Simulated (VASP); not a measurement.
Runs of VASP 6.6.1 on Re. The structure is that of space group Fm-3m (No. 225), or close to it. The cells are those of the table. This isn't the form of Re at room conditions, which is hcp.

| cell | gap on the mesh (eV) | pressure (GPa) |
| --- | --- | --- |
| a = 2.793, b = 2.793, c = 2.779 Å, angles 60.2, 60.2, 60.3°, 1 atom | none | -15.6 |
| a = 2.793, b = 2.793, c = 2.765 Å, angles 60.3, 60.3, 60.7°, 1 atom | none | (a) |
| a = 2.793, b = 2.793, c = 2.800 Å, angles 59.9, 59.9, 59.8°, 1 atom | none | -15.7 |
| a = 2.793, b = 2.793, c = 2.814 Å, angles 59.8, 59.8, 59.5°, 1 atom | none | -15.6 |

Alike in all rows: task single point; level r2SCAN; potentials or basis VASP PAW PBE potentials, release 64 (Re); no spin polarisation; k mesh 20 × 20 × 20; cutoff (eV) 520; smearing gaussian 0.15 eV.

**Question.** Fill in the values left out.

**Answer.** (a) -15.5.

Caveats: the cell stands under tension; the PAW data sets were made with another functional, which shifts forces and pressure a little; spin-orbit coupling is left out, which moves the levels of the heavy elements.

A k mesh can miss the band edges, and the runs leave out spin-orbit coupling on Re.

A gap of «none» marks levels without a gap at the run's occupations.
